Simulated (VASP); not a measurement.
Set up this calculation in VASP 6.6.1, as the native input.

| Item | Value |
| --- | --- |
| Task | single point |
| Functional | PBE |
| Potentials or basis | VASP PAW PBE potentials, release 64 (Al, N) |
| Cutoff | 520 eV |
| k mesh | 10 × 10 × 10 |
| Occupations | gaussian, width 0.05 eV |
| Spin | no spin polarisation |
| Dipole correction | no |
| Further INCAR settings | ALGO = Normal; EDIFF = 1e-07; NBANDS = 11 |

The structure of AlN lies in POSCAR:

```
AlN
1.0
    0.0000000000      2.2015871044      2.2015871044
    2.2015871044      0.0000000000      2.2015871044
    2.2015871044      2.2015871044      0.0000000000
Al N
1 1
Direct
    0.0000000000      0.0000000000      0.0000000000
    0.8067772221      0.6932227779      0.6932227779
```

This cell differs from its parent crystal: all N atoms moved -0.250 Å, as atom 2 along Cartesian [1 0 0].

These files were run (other wordings do the same):

INCAR

```
SYSTEM = AlN
PREC = Accurate
ENCUT = 520
EDIFF = 1E-7
ISMEAR = 0
SIGMA = 0.05
LREAL = .FALSE.
LASPH = .TRUE.
NELM = 60
ALGO = Normal
ISIF = 2
LWAVE = .FALSE.
LCHARG = .FALSE.
GGA = PE
NBANDS = 11
```

KPOINTS

```
Automatic mesh
0
G
  10 10 10
  0 0 0
```

Potentials or basis: VASP PAW PBE potentials, release 64 (Al, N).

Launch:

```bash
$ cat potpaw_PBE.64/Al/POTCAR potpaw_PBE.64/N/POTCAR > POTCAR
$ mpirun -np 1 vasp_std > vasp.out
```

It gave:

```yaml
Pressure: 6.8 GPa
Largest_force: 3.214 eV/Å
Band_gap_on_the_k_mesh: 2.69 eV, indirect (least direct gap 3.30 eV)
```

Caveat: the cell differs from its parent crystal (all N atoms moved -0.250 Å, as atom 2 along Cartesian [1 0 0]); forces of over 1 eV/Å act on the atoms, so gaps and moduli don't describe the material at rest.

Wall time 19 s on 1 thread of AMD EPYC 9R45 96-Core Processor (Zen 5), with other jobs on the host, peak memory 0.13 GiB.
